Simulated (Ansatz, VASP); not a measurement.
Two plane-wave programs on TaTeS

```
Ta Te S
1.0
     3.54237    0.00000    0.00000
    -1.77118    3.06778    0.00000
     0.00000    0.00000   30.66412
Ta Te S
1 1 1
Direct
  0.00000 0.00000 0.28553
  0.66667 0.33333 0.34861
  0.33333 0.66667 0.23991
```

Alike in both runs: task single point; functional PBE; k mesh 6 × 6 × 1; occupations gaussian, width 0.1 eV; collinear spin.

|  | VASP | Ansatz |
| --- | --- | --- |
| version | VASP 6.6.1 | Ansatz 0.2.0 |
| potentials or method | VASP PAW PBE potentials, release 64 (Ta_pv, Te, S), cutoff 520 eV | scalar-relativistic, plane waves, PAW |
| valence electrons in the cell | 23 | 35 |

|  | VASP | Ansatz | Ansatz less VASP |
| --- | --- | --- | --- |
| gap on the k mesh at the Fermi level (eV) | none | none | - |
| rms of the force components (eV/Å) | 0.074 | 0.070 | -0.0047 |
| net moment per atom (μB) | 0.20 | 0.20 | 0.000 |
| size of the moment on the site where the two differ most (μB) | 0.37 | 0.28 | -0.087 |

Site moments also hang on the region over which each program counts them. Atom by atom the forces differ by 0.007 eV/Å (rms over components). A gap of «none» marks a metal or a gap that the smearing closes. The functional is the same, so the differences come from potentials, cutoffs and numerics. VASP's potentials hold 23 valence electrons a cell and Ansatz's 35, so a difference there can come from the potentials and not from the codes. Ansatz's warnings: structure snapped to symmetry.

Neither program's run includes spin-orbit coupling.
